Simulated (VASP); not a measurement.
Wanted: the native input for a VASP 6.6.1 run.

```yaml
Task: single point
Functional: PBE0
Potentials_or_basis: VASP PAW PBE potentials, release 64 (Au)
Cutoff: 520 eV
k_mesh: 6 × 6 × 6
Occupations: fermi-dirac, width 0.05 eV
Spin: no spin polarisation
Dipole_correction: no
Grid_for_exact_exchange_PRECFOCK: Normal
Further_INCAR_settings: ALGO = Normal; EDIFF = 1e-06; NBANDS = 12
Share_of_exact_exchange: 0.25
```

The system is Au.

```
CELL_PARAMETERS angstrom
0.00000 2.06178 2.06178
2.06178 0.00000 2.06178
2.06178 2.06178 0.00000
ATOMIC_POSITIONS crystal
Au 0.00000 0.00000 0.00000
```

These files were run (other wordings do the same):

POSCAR

```
Au
1.0
    0.0000000000      2.0617793868      2.0617793868
    2.0617793868      0.0000000000      2.0617793868
    2.0617793868      2.0617793868      0.0000000000
Au
1
Direct
    0.0000000000      0.0000000000      0.0000000000
```

INCAR.step1

```
SYSTEM = Au
ALGO = Normal ; EDIFF = 1E-5
ENCUT = 520 ; GGA = PE
ISIF = 2 ; ISMEAR = -1
LASPH = .TRUE. ; LCHARG = .FALSE.
LREAL = .FALSE. ; LWAVE = .TRUE.
NBANDS = 12 ; NELM = 60
PREC = Accurate ; SIGMA = 0.05
```

INCAR.step2

```
SYSTEM = Au
AEXX = 0.25 ; ALGO = Normal
EDIFF = 1E-6 ; ENCUT = 520
GGA = PE ; ISIF = 2
ISMEAR = -1 ; ISTART = 1
LASPH = .TRUE. ; LCHARG = .FALSE.
LHFCALC = .TRUE. ; LREAL = .FALSE.
LWAVE = .FALSE. ; NBANDS = 12
NELM = 60 ; PREC = Accurate
PRECFOCK = Normal ; SIGMA = 0.05
```

KPOINTS

```
k-points
0
G
  6 6 6
  0 0 0
```

Potentials or basis: VASP PAW PBE potentials, release 64 (Au).

Command:

```sh
$ cat potpaw_PBE.64/Au/POTCAR > POTCAR
$ cp INCAR.step1 INCAR
$ mpirun -np 1 vasp_std > vasp.out
$ cp INCAR.step2 INCAR
$ mpirun -np 1 vasp_std > vasp.out
```

Results of the run:

The pressure is 1.6 GPa. The band gap on the k mesh is zero (an odd number of electrons rules out a gap without spin polarisation).

Caveat: the k points lie up to 0.44 Å⁻¹ apart, too coarse for converged energies and pressures of a metal; the PAW data sets were made with another functional, which shifts forces and pressure a little; spin-orbit coupling is left out, which moves the levels of the heavy elements.

Wall time 13 min on 1 thread of Intel(R) Xeon(R) Platinum 8259CL CPU @ 2.50GHz (Skylake/Cascade Lake), on a shared host, peak memory 0.16 GiB.
